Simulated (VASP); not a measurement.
# Sr (Im-3m) in VASP: further runs

The runs below take Sr through single point, with PBEsol.

Everything below comes from runs of VASP 6.6.1. Logs are shortened: lines on timing, memory, paths and dates and some standing lists are left out, and cuts for length are marked.

**1. The cell of the first run**

It takes space group Im-3m (No. 229, cubic). The conventional cell has a = 3.448 Å, b = 3.448 Å, c = 3.448 Å, α = 90.00°, β = 90.00°, γ = 90.00°. Within 3.9 Å of Sr (site symmetry m-3m) lie 14 Sr at 2.99 to 3.45 Å.

**2. Single point, PBEsol (volume scaled by 0.4)**

The input, INCAR:

```
SYSTEM = Sr
  PREC = Accurate
  ENCUT = 520
  EDIFF = 1E-6
  ISMEAR = -1
  SIGMA = 0.08
  LREAL = .False.
  LASPH = .True.
  NELM = 60
  ALGO = Normal
  ISIF = 2
  LWAVE = .False.
  LCHARG = .True.
  GGA = PS
  LELF = .True.
  LVHAR = .True.
  NBANDS = 11
```

The input, KPOINTS:

```
regular mesh
0
Gamma
  11 11 11
  0 0 0
```

The input, POSCAR:

```
Sr
1.0
   -1.7238033781      1.7238033781      1.7238033781
    1.7238033781     -1.7238033781      1.7238033781
    1.7238033781      1.7238033781     -1.7238033781
Sr
1
Direct
    0.0000000000      0.0000000000      0.0000000000
```

Potentials or basis: VASP PAW PBE potentials, release 64 (Sr_sv).

Command:

```
$ cat potpaw_PBE.64/Sr_sv/POTCAR > POTCAR
$ mpirun -np 1 vasp_std > vasp.out
```

OUTCAR:

```text
SYSTEM = Sr
   PREC = Accurate
   ENCUT = 520
   EDIFF = 1E-6
   ISMEAR = -1
   LREAL = .False.
   LASPH = .True.
   NELM = 60
   ISIF = 2
   GGA = PS

 ion  position               nearest neighbor table
   1  0.000  0.000  0.000-

  LATTYP: Found a body centered cubic cell.
 ALAT       =     3.4476067562

  Lattice vectors:

 A1 = (  -1.7238033781,   1.7238033781,   1.7238033781)
 A2 = (   1.7238033781,  -1.7238033781,   1.7238033781)
 A3 = (   1.7238033781,   1.7238033781,  -1.7238033781)

Analysis of symmetry for initial positions (statically):
=====================================================================
 Subroutine PRICEL returns:
 Original cell was already a primitive cell.

 Routine SETGRP: Setting up the symmetry group for a
 body centered cubic supercell.

 Subroutine GETGRP returns: Found 48 space group operations
 (whereof 48 operations were pure point group operations)
 out of a pool of 48 trial point group operations.

The static configuration has the point symmetry O_h .

Analysis of symmetry for dynamics (positions and initial velocities):
=====================================================================
 Subroutine PRICEL returns:
 Original cell was already a primitive cell.

 Routine SETGRP: Setting up the symmetry group for a
 body centered cubic supercell.

 Subroutine GETGRP returns: Found 48 space group operations
 (whereof 48 operations were pure point group operations)
 out of a pool of 48 trial point group operations.

The dynamic configuration has the point symmetry O_h .

 Subroutine INISYM returns: Found 48 space group operations
 (whereof 48 operations are pure point group operations),
 and found     1 'primitive' translations

----------------------------------------------------------------------------------------

                                     Primitive cell

  volume of cell :      20.4891

  direct lattice vectors                    reciprocal lattice vectors
    -1.723803378  1.723803378  1.723803378     0.000000000  0.290056283  0.290056283
     1.723803378 -1.723803378  1.723803378     0.290056283  0.000000000  0.290056283
     1.723803378  1.723803378 -1.723803378     0.290056283  0.290056283  0.000000000

  length of vectors
     2.985715033  2.985715033  2.985715033     0.410201529  0.410201529  0.410201529

  position of ions in fractional coordinates (direct lattice)
     0.000000000  0.000000000  0.000000000

  ion indices of the primitive-cell ions
   primitive index   ion index
                 1           1

----------------------------------------------------------------------------------------

 KPOINTS: regular mesh

Automatic generation of k-mesh.
 Grid dimensions read from file:
 generate k-points for:   11   11   11

 Generating k-lattice:

  Cartesian coordinates                     Fractional coordinates (reciprocal lattice)
     0.000000000  0.026368753  0.026368753     0.090909091  0.000000000  0.000000000
     0.026368753  0.000000000  0.026368753     0.000000000  0.090909091  0.000000000
     0.026368753  0.026368753  0.000000000     0.000000000  0.000000000  0.090909091

  Length of vectors
     0.037291048  0.037291048  0.037291048

  Shift w.r.t. Gamma in fractional coordinates (k-lattice)
     0.000000000  0.000000000  0.000000000

 Subroutine IBZKPT returns following result:
 ===========================================

 Found     56 irreducible k-points:

 Following reciprocal coordinates:
            Coordinates               Weight
  0.000000  0.000000  0.000000      1.000000
  0.090909  0.000000  0.000000     12.000000
  0.181818  0.000000  0.000000     12.000000
  0.272727  0.000000  0.000000     12.000000
  0.363636  0.000000  0.000000     12.000000
  0.454545  0.000000  0.000000     12.000000
[... 16 lines left out ...]
  0.272727  0.181818  0.090909     48.000000
  0.363636  0.181818  0.090909     24.000000
 [... further k-points ...]
   k-points           NKPTS =     56   k-points in BZ     NKDIM =     56   number of bands    NBANDS=     11
   number of dos      NEDOS =    301   number of ions     NIONS =      1
   total plane-waves  NPLWV =  13824
   dimension x,y,z NGX =    24 NGY =   24 NGZ =   24
   dimension x,y,z NGXF=    48 NGYF=   48 NGZF=   48
   ions per type =               1
   NGX,Y,Z   is equivalent  to a cutoff of  13.36, 13.36, 13.36 a.u.
   NGXF,Y,Z  is equivalent  to a cutoff of  26.73, 26.73, 26.73 a.u.
 SYSTEM =  Sr
   PREC   = accura    normal or accurate (medium, high low for compatibility)
   ISTART =      0    job   : 0-new  1-cont  2-samecut
   ICHARG =      2    charge: 1-file 2-atom 10-const
   ISPIN  =      1    spin polarized calculation?
   LNONCOLLINEAR =      F non collinear calculations
   LSORBIT =      F    spin-orbit coupling
   LASPH  =      T    aspherical Exc in radial PAW
   ENCUT  =  520.0 eV  38.22 Ry    6.18 a.u.   5.55  5.55  5.55*2*pi/ulx,y,z
   NELM   =     60;   NELMIN=  2; NELMDL= -5     # of ELM steps
   EDIFF  = 0.1E-05   stopping-criterion for ELM
   LREAL  =      F    real-space projection
   EDIFFG = 0.1E-04   stopping-criterion for IOM
   NSW    =      0    number of steps for IOM
   IBRION =     -1    ionic relax: 0-MD 1-quasi-New 2-CG
   NFREE  =      0    steps in history (QN), initial steepest desc. (CG)
   ISIF   =      2    stress and relaxation
   ISYM   =      2    0-nonsym 1-usesym 2-fastsym
   POTIM  = 0.5000    time-step for ionic-motion
   TEBEG  =    0.0;   TEEND  =   0.0 temperature during run
   PSTRESS=    0.0 pullay stress
   NELECT =      10.0000    total number of electrons
   NUPDOWN=      -1.0000    fix difference up-down
   EMIN   =  10.00;   EMAX   =-10.00  energy-range for DOS
   EFERMI =   0.00;   METHOD = LEGACY
   ISMEAR =    -1;   SIGMA  =   0.08  broadening in eV -4-tet -1-fermi 0-gaus
   EFERMI_NEDOS =   21; number of points for ismear=-14 and -15
   IALGO  =     38    algorithm
   IMIX   =      4    mixing-type and parameters
     AMIX     =   0.40;   BMIX     =  1.00
     AMIX_MAG =   1.60;   BMIX_MAG =  1.00
  volume/ion in A,a.u.               =      20.49       138.27
  Fermi-wavevector in a.u.,A,eV,Ry     =   1.288943  2.435749 22.604373  1.661375
  Thomas-Fermi vector in A             =   2.420866
   LORBIT       =      0    0 simple, 1 ext, 2 COOP (PROOUT), +10 PAW based schemes
   GGA     = PS    functional components
   LHFCALC =     F    Hartree Fock is set to
   AEXX    =    0.0000 exact exchange contribution
   IVDW    =     0    specifies the selected vdW correction
   LEPSILON=     F    determine dielectric tensor
   LRPA    =     F    only Hartree local field effects (RPA)
 non-spin polarized calculation
  energy-cutoff  :      520.00
  volume of cell :       20.49
 maximum number of plane-waves:       567
 NGX is ok and might be reduce to    24
   NGX = 11   NGY = 11   NGZ = 11

 number of electron      10.0000000 magnetization

 Free energy of the ion-electron system (eV)
  ---------------------------------------------------
  ext. energy  EPLUGINS =         0.00000000
  ---------------------------------------------------
  free energy    TOTEN  =         0.46255386 eV

  energy without entropy =        0.48043107  energy(sigma->0) =        0.47149247

 E-fermi :   6.2985     XC(G=0): -11.2947

 val. band max:        6.2431929730   @ k =   0.2727   0.1818   0.0909
 cond. band min:       6.3409954094   @ k =  -0.3636  -0.4545   0.1818
 fundamental gap:      0.0978024364
 Fermi energy:         6.2985164569

 k-point     1 :       0.0000    0.0000    0.0000
  band No.  band energies     occupation
      1     -29.6518      2.00000
      2      -9.7839      2.00000
      3      -9.7839      2.00000
      4      -9.7839      2.00000
      5       2.7939      2.00000
      6       9.7130      0.00000
      7       9.7130      0.00000
      8       9.7130      0.00000
      9      12.8796      0.00000
     10      12.8796      0.00000
     11      18.9801      0.00000

 k-point     2 :       0.0909    0.0000    0.0000
  band No.  band energies     occupation
      1     -29.5951      2.00000
      2     -10.1214      2.00000
      3      -9.8719      2.00000
      4      -9.7913      2.00000
      5       3.2457      2.00000
      6       9.3593      0.00000
      7       9.5381      0.00000
      8      10.1483      0.00000
      9      12.3015      0.00000
     10      12.8167      0.00000
     11      19.4880      0.00000

 k-point     3 :       0.1818    0.0000    0.0000
  band No.  band energies     occupation
      1     -29.4393      2.00000
      2     -10.9483      2.00000
      3     -10.0989      2.00000
      4      -9.8116      2.00000
      5       4.2622      2.00000
      6       8.5745      0.00000
      7       8.9085      0.00000
      8      11.4062      0.00000
      9      12.0951      0.00000
     10      12.7863      0.00000
     11      20.6000      0.00000

 k-point     4 :       0.2727    0.0000    0.0000
  band No.  band energies     occupation
      1     -29.2259      2.00000
      2     -11.9114      2.00000
      3     -10.3786      2.00000
      4      -9.8389      2.00000
      5       4.8532      2.00000
      6       7.7646      0.00000
      7       8.8754      0.00000
      8      12.6935      0.00000
      9      13.0233      0.00000
     10      13.3577      0.00000
     11      20.6311      0.00000
[... 239 lines left out ...]
 k-point    22 :       0.1818    0.1818    0.0909
  band No.  band energies     occupation
      1     -28.9973      2.00000
      2     -12.4874      2.00000
      3     -10.7624      2.00000
      4     -10.3338      2.00000
      5       6.4291      0.32708
      6       7.2865      0.00001
      7       7.9611      0.00000
      8      13.2957      0.00000
      9      14.1688      0.00000
     10      17.3199      0.00000
     11      21.5281      0.00000

 k-point    23 :       0.2727    0.1818    0.0909
  band No.  band energies     occupation
      1     -28.8697      2.00000
      2     -12.6757      2.00000
      3     -11.2256      2.00000
      4     -10.4434      2.00000
      5       6.2432      1.33262
      6       7.2356      0.00002
      7       9.1737      0.00000
      8      13.7861      0.00000
      9      14.6544      0.00000
     10      18.8082      0.00000
     11      20.6056      0.00000

 k-point    24 :       0.3636    0.1818    0.0909
  band No.  band energies     occupation
      1     -28.8213      2.00000
      2     -12.7136      2.00000
      3     -11.4367      2.00000
      4     -10.4777      2.00000
      5       6.1161      1.81454
      6       7.2182      0.00002
      7       9.8885      0.00000
      8      14.0215      0.00000
      9      14.8076      0.00000
     10      19.5118      0.00000
     11      19.9177      0.00000

 [... further k-points ...]

------------------------ aborting loop because EDIFF is reached ----------------------------------------

  FORCE on cell =-STRESS in cart. coord.  units (eV):
  Direction    XX          YY          ZZ          XY          YZ          ZX
  --------------------------------------------------------------------------------------
  -------------------------------------------------------------------------------------
  Total        5.6503116      5.6503116      5.6503116      0.0000000      0.0000000      0.0000000
  in kB      441.8346864    441.8346864    441.8346864      0.0000000      0.0000000      0.0000000
  external PRESSURE =     441.8346864 kB  Pullay stress =       0.0000000 kB

 VOLUME and BASIS-vectors are now :
 -----------------------------------------------------------------------------
  energy-cutoff  :      520.00
  volume of cell :       20.49
      direct lattice vectors                 reciprocal lattice vectors
    -1.723803378  1.723803378  1.723803378     0.000000000  0.290056283  0.290056283
     1.723803378 -1.723803378  1.723803378     0.290056283  0.000000000  0.290056283
     1.723803378  1.723803378 -1.723803378     0.290056283  0.290056283  0.000000000

 POSITION                                       TOTAL-FORCE (eV/Angst)
 -----------------------------------------------------------------------------------
      0.00000      0.00000      0.00000        -0.000000      0.000000     -0.000000
 -----------------------------------------------------------------------------------
    total drift:                                0.000000     -0.000000     -0.000000

  FREE ENERGIE OF THE ION-ELECTRON SYSTEM (eV)
  ---------------------------------------------------
  free  energy   TOTEN  =         0.4625538628 eV

  energy  without entropy=        0.4804310692  energy(sigma->0) =        0.47149247
```

Wall time 4.9 s (1 thread of Intel Xeon 6975P-C (Granite Rapids), shared host); peak memory 0.14 GiB.

What came out:

| Quantity | Value |
| --- | --- |
| Free energy | 0.4626 eV |
| Pressure | 44.2 GPa |
| Band gap on the k mesh | zero (band 5 reaches 7.42 eV, above the bottom of band 6 at 3.86 eV) |

Caveat: the PAW data sets were made with another functional, which shifts forces and pressure a little.

**3. Single point, PBEsol (volume scaled by 0.4)**

The input, INCAR:

```
PREC = Accurate
ENCUT = 520
EDIFF = 1E-6
ISMEAR = -1
SIGMA = 0.08
LREAL = False
LASPH = True
NELM = 80
ALGO = Normal
ISIF = 2
LWAVE = False
LCHARG = False
GGA = PS
NBANDS = 11
```

The input, KPOINTS:

```
Automatic mesh
0
Gamma
  11 11 11
```

POSCAR is that of step 2.

Potentials or basis: VASP PAW PBE potentials, release 64 (Sr_sv).

Command:

```
$ cat potpaw_PBE.64/Sr_sv/POTCAR > POTCAR
$ mpirun -np 1 vasp_std > vasp.out
```

It took 4.6 s on 1 thread of Intel Xeon 6975P-C (Granite Rapids), shared host; peak memory 0.14 GiB.

Results (log left out):

| Item | Value |
| --- | --- |
| Free energy | 0.4626 eV |
| Pressure | 44.2 GPa |
| Band gap on the k mesh | zero (band 5 reaches 7.42 eV, above the bottom of band 6 at 3.86 eV) |

Levels at points of the mesh, in eV from the Fermi level:
| k point | band 2 | band 3 | band 4 | band 5 | band 6 | band 7 | band 8 | band 9 |
| --- | --- | --- | --- | --- | --- | --- | --- | --- |
| (0.00, 0.00, 0.00) | -16.08 | -16.08 | -16.08 | -3.50 | 3.41 | 3.41 | 3.41 | 6.58 |

Caveat: the PAW data sets were made with another functional, which shifts forces and pressure a little.
